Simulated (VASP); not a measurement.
Wanted: the native input for a VASP 6.6.1 run.

```
Task                   : single point
Functional             : PBEsol
Potentials or basis    : VASP PAW PBE potentials, release 64 (Be, S)
Cutoff                 : 520 eV
k mesh                 : 10 × 10 × 10
Occupations            : gaussian, width 0.05 eV
Spin                   : no spin polarisation
Dipole correction      : no
Further INCAR settings : ALGO = Normal; EDIFF = 1e-07; NBANDS = 11
```

The structure of BeS lies in POSCAR:

```
BeS
1.0
    0.0000000000      2.5103187412      2.3168608594
    2.3168608594      0.0000000000      2.3168608594
    2.3168608594      2.5103187412      0.0000000000
Be S
1 1
Direct
    0.0000000000      0.0000000000      0.0000000000
    0.7500000000      0.7500000000      0.7500000000
```

This cell differs from its parent crystal: volume 13.475 Å^3 an atom, c/a of the conventional cell 1.0835.

One way to write it, as run:

INCAR

```
SYSTEM = BeS
PREC     = Accurate       ! precision mode
ENCUT    = 520            ! plane-wave cutoff, eV
EDIFF    = 1E-7           ! SCF threshold, eV
ISMEAR   = 0              ! smearing method
SIGMA    = 0.05           ! smearing width, eV
LREAL    = .FALSE.        ! projectors in reciprocal space
LASPH    = .TRUE.         ! aspherical terms in the spheres
NELM     = 80             ! most SCF steps
ALGO     = Normal         ! electronic algorithm
ISIF     = 2              ! what is computed and relaxed
LWAVE    = .FALSE.        ! write WAVECAR
LCHARG   = .FALSE.        ! write CHGCAR
GGA      = PS             ! functional
NBANDS   = 11             ! bands
```

KPOINTS

```
regular mesh
0
G
  10 10 10
  0 0 0
```

Potentials or basis: VASP PAW PBE potentials, release 64 (Be, S).

Run with:

```sh
$ cat potpaw_PBE.64/Be/POTCAR potpaw_PBE.64/S/POTCAR > POTCAR
$ mpirun -np 1 vasp_std > vasp.out
```

Results of the run:

The pressure is 5.3 GPa and the band gap on the k mesh is 2.41 eV, indirect (least direct gap 5.42 eV).

Caveat: the PAW data sets were made with another functional, which shifts forces and pressure a little.

Run time: 19 s on 1 thread of Intel Xeon 6975P-C, on a shared host, peak memory 0.16 GiB.
